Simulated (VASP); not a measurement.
# TiW2 (P6_3/mmc) in VASP: a series of runs

TiW2 is run at these levels: PBE; tasks: relaxation of cell and atoms, single point.

Program: VASP 6.6.1. These are calculated values, not measurements. Logs are shortened: lines on timing, memory, paths and dates and some standing lists are left out, and cuts for length are marked.

**1. The cell of the first run**

The structure is hexagonal, space group P6_3/mmc (No. 194). Conventional cell: a = 2.818 Å, b = 2.818 Å, c = 14.226 Å, α = 90.00°, β = 90.00°, γ = 120.00°. Within 3.7 Å of Ti (site symmetry -6m2) lie 6 Ti at 2.82 Å and 6 W at 2.88 Å. Within 3.7 Å of W (site symmetry 3m) lie 9 W at 2.82 to 2.88 Å and 3 Ti at 2.88 Å.

**2. Relaxation of cell and atoms, PBE**

File INCAR:

```
ALGO = Normal
EDIFF = 1E-7
EDIFFG = -0.04
ENCUT = 600
GGA = PE
IBRION = 2
ISIF = 3
ISMEAR = 0
LASPH = T
LCHARG = F
LREAL = F
LWAVE = F
NELM = 100
NSW = 90
PREC = Accurate
SIGMA = 0.1
```

File KPOINTS:

```
k-points
0
Gamma
  6 6 2
```

File POSCAR:

```
TiW2
1.0
    2.8180816400      0.0000000000      0.0000000000
   -1.4090408200      2.4405302900      0.0000000000
    0.0000000000      0.0000000000     14.2264617600
Ti W
2 4
Direct
    0.3333333300      0.6666666700      0.7500000000
    0.6666666700      0.3333333300      0.2500000000
    0.3333333300      0.6666666700      0.0833333300
    0.3333333300      0.6666666700      0.4166666700
    0.6666666700      0.3333333300      0.9166666700
    0.6666666700      0.3333333300      0.5833333300
```

Potentials or basis: VASP PAW PBE potentials, release 64 (Ti_sv, W_sv).

The run is started by

```console
cat potpaw_PBE.64/Ti_sv/POTCAR potpaw_PBE.64/W_sv/POTCAR > POTCAR
mpirun -np 1 vasp_std > vasp.out
```

OUTCAR:

```text
EDIFF = 1E-7
   EDIFFG = -0.04
   ENCUT = 600
   GGA = PE
   IBRION = 2
   ISIF = 3
   ISMEAR = 0
   LASPH = T
   LREAL = F
   NELM = 100
   NSW = 90
   PREC = Accurate

 ion  position               nearest neighbor table
   1  0.333  0.667  0.750-   5 2.88   6 2.88   5 2.88   6 2.88   5 2.88   6 2.88
   2  0.667  0.333  0.250-   3 2.88   4 2.88   3 2.88   4 2.88   3 2.88   4 2.88
   3  0.333  0.667  0.083-   5 2.88   5 2.88   5 2.88   2 2.88   2 2.88   2 2.88
   4  0.333  0.667  0.417-   6 2.88   6 2.88   6 2.88   2 2.88   2 2.88   2 2.88
   5  0.667  0.333  0.917-   3 2.88   3 2.88   3 2.88   1 2.88   1 2.88   1 2.88
   6  0.667  0.333  0.583-   4 2.88   4 2.88   4 2.88   1 2.88   1 2.88   1 2.88

  LATTYP: Found a hexagonal cell.
 ALAT       =     2.8180816400
 C/A-ratio  =     5.0482787858

  Lattice vectors:

 A1 = (   2.8180816400,   0.0000000000,   0.0000000000)
 A2 = (  -1.4090408200,   2.4405302900,   0.0000000000)
 A3 = (   0.0000000000,   0.0000000000,  14.2264617600)

Analysis of symmetry for initial positions (statically):
=====================================================================
 Subroutine PRICEL returns:
 Original cell was already a primitive cell.

 Routine SETGRP: Setting up the symmetry group for a
 hexagonal supercell.

 Subroutine GETGRP returns: Found 24 space group operations
 (whereof 12 operations were pure point group operations)
 out of a pool of 24 trial point group operations.

The static configuration has the point symmetry D_3d.
 The point group associated with its full space group is D_6h.

Analysis of symmetry for dynamics (positions and initial velocities):
=====================================================================
 Subroutine PRICEL returns:
 Original cell was already a primitive cell.

 Routine SETGRP: Setting up the symmetry group for a
 hexagonal supercell.

 Subroutine GETGRP returns: Found 24 space group operations
 (whereof 12 operations were pure point group operations)
 out of a pool of 24 trial point group operations.

The dynamic configuration has the point symmetry D_3d.
 The point group associated with its full space group is D_6h.

 Subroutine INISYM returns: Found 24 space group operations
 (whereof 12 operations are pure point group operations),
 and found     1 'primitive' translations

----------------------------------------------------------------------------------------

                                     Primitive cell

  volume of cell :      97.8441

  direct lattice vectors                    reciprocal lattice vectors
     2.818081640  0.000000000  0.000000000     0.354851324  0.204873507  0.000000000
    -1.409040820  2.440530290  0.000000000     0.000000000  0.409747014  0.000000000
     0.000000000  0.000000000 14.226461760     0.000000000  0.000000000  0.070291547

  length of vectors
     2.818081640  2.818081640 14.226461760     0.409747014  0.409747014  0.070291547

  position of ions in fractional coordinates (direct lattice)
     0.333333330  0.666666670  0.750000000
     0.666666670  0.333333330  0.250000000
     0.333333330  0.666666670  0.083333330
     0.333333330  0.666666670  0.416666670
     0.666666670  0.333333330  0.916666670
     0.666666670  0.333333330  0.583333330

  ion indices of the primitive-cell ions
   primitive index   ion index
                 1           1
                 2           2
                 3           3
                 4           4
                 5           5
                 6           6

----------------------------------------------------------------------------------------

 KPOINTS: k-points

Automatic generation of k-mesh.
 Grid dimensions read from file:
 generate k-points for:    6    6    2

 Generating k-lattice:

  Cartesian coordinates                     Fractional coordinates (reciprocal lattice)
     0.059141887  0.034145585  0.000000000     0.166666667 -0.000000000  0.000000000
     0.000000000  0.068291169  0.000000000     0.000000000  0.166666667  0.000000000
     0.000000000  0.000000000  0.035145773     0.000000000  0.000000000  0.500000000

  Length of vectors
     0.068291169  0.068291169  0.035145773

  Shift w.r.t. Gamma in fractional coordinates (k-lattice)
     0.000000000  0.000000000  0.000000000

 Subroutine IBZKPT returns following result:
 ===========================================

 Found     14 irreducible k-points:

 Following reciprocal coordinates:
            Coordinates               Weight
  0.000000  0.000000  0.000000      1.000000
  0.166667  0.000000  0.000000      6.000000
  0.333333  0.000000  0.000000      6.000000
  0.500000  0.000000  0.000000      3.000000
  0.166667  0.166667  0.000000      6.000000
  0.333333  0.166667  0.000000     12.000000
  0.333333  0.333333  0.000000      2.000000
  0.000000  0.000000  0.500000      1.000000
  0.166667  0.000000  0.500000      6.000000
  0.333333  0.000000  0.500000      6.000000
  0.500000  0.000000  0.500000      3.000000
  0.166667  0.166667  0.500000      6.000000
  0.333333  0.166667  0.500000     12.000000
  0.333333  0.333333  0.500000      2.000000
   k-points           NKPTS =     14   k-points in BZ     NKDIM =     14   number of bands    NBANDS=     48
   number of dos      NEDOS =    301   number of ions     NIONS =      6
   total plane-waves  NPLWV =  69120
   dimension x,y,z NGX =    24 NGY =   24 NGZ =  120
   dimension x,y,z NGXF=    48 NGYF=   48 NGZF=  240
   ions per type =               2   4
   NGX,Y,Z   is equivalent  to a cutoff of  14.16, 14.16, 14.02 a.u.
   NGXF,Y,Z  is equivalent  to a cutoff of  28.32, 28.32, 28.05 a.u.
 SYSTEM =  unknown system
   PREC   = accura    normal or accurate (medium, high low for compatibility)
   ISTART =      0    job   : 0-new  1-cont  2-samecut
   ICHARG =      2    charge: 1-file 2-atom 10-const
   ISPIN  =      1    spin polarized calculation?
   LNONCOLLINEAR =      F non collinear calculations
   LSORBIT =      F    spin-orbit coupling
   LASPH  =      T    aspherical Exc in radial PAW
   ENCUT  =  600.0 eV  44.10 Ry    6.64 a.u.   5.63  5.63 28.41*2*pi/ulx,y,z
   NELM   =    100;   NELMIN=  2; NELMDL= -5     # of ELM steps
   EDIFF  = 0.1E-06   stopping-criterion for ELM
   LREAL  =      F    real-space projection
   EDIFFG = -.4E-01   stopping-criterion for IOM
   NSW    =     90    number of steps for IOM
   IBRION =      2    ionic relax: 0-MD 1-quasi-New 2-CG
   NFREE  =      1    steps in history (QN), initial steepest desc. (CG)
   ISIF   =      3    stress and relaxation
   ISYM   =      2    0-nonsym 1-usesym 2-fastsym
   POTIM  = 0.5000    time-step for ionic-motion
   TEBEG  =    0.0;   TEEND  =   0.0 temperature during run
   PSTRESS=    0.0 pullay stress
   NELECT =      80.0000    total number of electrons
   NUPDOWN=      -1.0000    fix difference up-down
   EMIN   =  10.00;   EMAX   =-10.00  energy-range for DOS
   EFERMI =   0.00;   METHOD = LEGACY
   ISMEAR =     0;   SIGMA  =   0.10  broadening in eV -4-tet -1-fermi 0-gaus
   EFERMI_NEDOS =   21; number of points for ismear=-14 and -15
   IALGO  =     38    algorithm
   IMIX   =      4    mixing-type and parameters
     AMIX     =   0.40;   BMIX     =  1.00
     AMIX_MAG =   1.60;   BMIX_MAG =  1.00
  volume/ion in A,a.u.               =      16.31       110.05
  Fermi-wavevector in a.u.,A,eV,Ry     =   1.530829  2.892847 31.884390  2.343437
  Thomas-Fermi vector in A             =   2.638258
   LORBIT       =      0    0 simple, 1 ext, 2 COOP (PROOUT), +10 PAW based schemes
   GGA     = PE    functional components
   LHFCALC =     F    Hartree Fock is set to
   AEXX    =    0.0000 exact exchange contribution
   IVDW    =     0    specifies the selected vdW correction
   LEPSILON=     F    determine dielectric tensor
   LRPA    =     F    only Hartree local field effects (RPA)
 conjugate gradient relaxation of ions
 non-spin polarized calculation
 Gauss-broadening in eV      SIGMA  =   0.10
  energy-cutoff  :      600.00
  volume of cell :       97.84
 maximum number of plane-waves:      3308
 NGX is ok and might be reduce to    24
   NGX = 11   NGY = 11   NGZ = 57

--------------------------------------- Ionic step        1  -------------------------------------------

 number of electron      80.0000003 magnetization

 Free energy of the ion-electron system (eV)
  ---------------------------------------------------
  ext. energy  EPLUGINS =         0.00000000
  ---------------------------------------------------
  free energy    TOTEN  =       -65.08522198 eV

  energy without entropy =      -65.02610542  energy(sigma->0) =      -65.05566370

 E-fermi :  10.1370     XC(G=0): -12.9183

 val. band max:       10.1209348293   @ k =   0.1667   0.0000   0.5000
 cond. band min:      10.1491967382   @ k =   0.5000   0.0000   0.5000
 fundamental gap:      0.0282619090
 Fermi energy:        10.1369924330

 k-point     1 :       0.0000    0.0000    0.0000
  band No.  band energies     occupation
      1     -63.6370      2.00000
      2     -63.6369      2.00000
      3     -63.5888      2.00000
      4     -63.5888      2.00000
      5     -46.5013      2.00000
      6     -46.5013      2.00000
[... 1005 lines left out ...]
 POSITION                                       TOTAL-FORCE (eV/Angst)
 -----------------------------------------------------------------------------------
     -0.00000      1.61646     11.05927         0.000000     -0.000000      0.000000
      1.39989      0.80823      3.68642        -0.000000     -0.000000      0.000000
     -0.00000      1.61646      1.22360         0.000000      0.000000      0.049738
     -0.00000      1.61646      6.14925         0.000000      0.000000     -0.049738
      1.39989      0.80823     13.52209        -0.000000     -0.000000     -0.049738
      1.39989      0.80823      8.59644        -0.000000     -0.000000      0.049738
 -----------------------------------------------------------------------------------
    total drift:                               -0.000019      0.000011     -0.000001

  FREE ENERGIE OF THE ION-ELECTRON SYSTEM (eV)
  ---------------------------------------------------
  free  energy   TOTEN  =       -65.1833185354 eV

  energy  without entropy=      -65.1296811176  energy(sigma->0) =      -65.15649983

--------------------------------------- Ionic step        9  -------------------------------------------

 number of electron      80.0000005 magnetization

 Free energy of the ion-electron system (eV)
  ---------------------------------------------------
  ext. energy  EPLUGINS =         0.00000000
  ---------------------------------------------------
  free energy    TOTEN  =       -65.18396952 eV

  energy without entropy =      -65.13028164  energy(sigma->0) =      -65.15712558

 E-fermi :   9.8341     XC(G=0): -12.8055

 val. band max:        9.8291999053   @ k =   0.1667   0.1667   0.0000
 cond. band min:       9.8633688344   @ k =   0.3333   0.0000   0.0000
 fundamental gap:      0.0341689291
 Fermi energy:         9.8341450926

 k-point     1 :       0.0000    0.0000    0.0000
  band No.  band energies     occupation
      1     -63.9505      2.00000
      2     -63.9505      2.00000
      3     -63.9137      2.00000
      4     -63.9136      2.00000
      5     -46.7746      2.00000
      6     -46.7746      2.00000
[... 725 lines left out ...]
 POSITION                                       TOTAL-FORCE (eV/Angst)
 -----------------------------------------------------------------------------------
     -0.00000      1.61532     11.04581         0.000000     -0.000000      0.000000
      1.39891      0.80766      3.68194        -0.000000      0.000000      0.000000
     -0.00000      1.61532      1.22471        -0.000000     -0.000000      0.004666
     -0.00000      1.61532      6.13916         0.000000     -0.000000     -0.004666
      1.39891      0.80766     13.50303        -0.000000      0.000000     -0.004666
      1.39891      0.80766      8.58859         0.000000     -0.000000      0.004666
 -----------------------------------------------------------------------------------
    total drift:                               -0.000019      0.000011     -0.000001

  FREE ENERGIE OF THE ION-ELECTRON SYSTEM (eV)
  ---------------------------------------------------
  free  energy   TOTEN  =       -65.1839695226 eV

  energy  without entropy=      -65.1302816419  energy(sigma->0) =      -65.15712558

 reached required accuracy - stopping structural energy minimisation
```

It took 6.1 min on 1 thread of Intel Xeon 6975P-C (Granite Rapids), shared host; peak memory 0.3 GiB.

Results:

* Free energy: -65.1840 eV
* Relaxed volume: 16.64 Å³/atom
* Relaxed cell: a = 2.798 Å, b = 2.798 Å, c = 14.728 Å, α = 90.00°, β = 90.00°, γ = 120.00°
* Space group after relaxing (to 0.1 Å): P6_3/mmc (No. 194)
* Energy gained by relaxing: 16.5 meV/atom
* Ionic steps: 9
* Pressure after relaxing: 0.0 GPa
* Largest force after relaxing: 0.005 eV/Å
* Band gap on the k mesh: zero (bands 40 and 41 overlap by 0.75 eV)

Forces in eV/Å, atoms in the order of the input:
```
Ti   0.000  0.000  0.000
Ti   0.000  0.000  0.000
W    0.000  0.000  0.005
W    0.000  0.000 -0.005
W    0.000  0.000 -0.005
W    0.000  0.000  0.005
```

Step by step:
```csv
step,energy change (eV),largest force (eV/Å),pressure (GPa),volume (Å³)
1,0.0000,0.2625,4.22,97.84
2,0.0301,0.3386,-8.53,104.00
3,-0.0619,0.0312,-2.02,100.58
4,-0.0890,0.2720,0.33,99.66
5,-0.0942,0.2107,-0.34,99.91
6,-0.0977,0.0262,0.80,99.46
7,-0.0977,0.0517,0.64,99.52
8,-0.0981,0.0497,-0.53,100.10
9,-0.0987,0.0047,-0.01,99.84
```

Final structure:
```yaml
crystal:
  lattice:
    - [2.79782, 0.00000, 0.00000]
    - [-1.39891, 2.42298, 0.00000]
    - [0.00000, 0.00000, 14.72775]
  atoms:
    - { symbol: Ti, position: [0.33333, 0.66667, 0.75000] }
    - { symbol: Ti, position: [0.66667, 0.33333, 0.25000] }
    - { symbol: W, position: [0.33333, 0.66667, 0.08316] }
    - { symbol: W, position: [0.33333, 0.66667, 0.41684] }
    - { symbol: W, position: [0.66667, 0.33333, 0.91684] }
    - { symbol: W, position: [0.66667, 0.33333, 0.58316] }
```

Levels at points of the mesh, in eV from the Fermi level:
```csv
k point,band 38,band 39,band 40,band 41,band 42,band 43
"(0.00, 0.00, 0.00)",-0.35,-0.14,-0.13,-0.13,-0.13,-0.13
"(0.50, 0.00, 0.00)",0.18,0.28,0.32,0.61,0.80,1.34
"(0.00, 0.00, 0.50)",-0.39,-0.16,-0.16,-0.13,-0.13,-0.13
"(0.50, 0.00, 0.50)",0.24,0.34,0.34,0.79,0.79,1.41
```

Caveat: the k points lie up to 0.43 Å⁻¹ apart in the final cell, too coarse for converged energies and pressures of a metal; spin-orbit coupling is left out, which moves the levels of the heavy elements.

(Part 1 of 2 ends here.)

The gap in the log of VASP goes by the Fermi energy; the results here count the filled bands.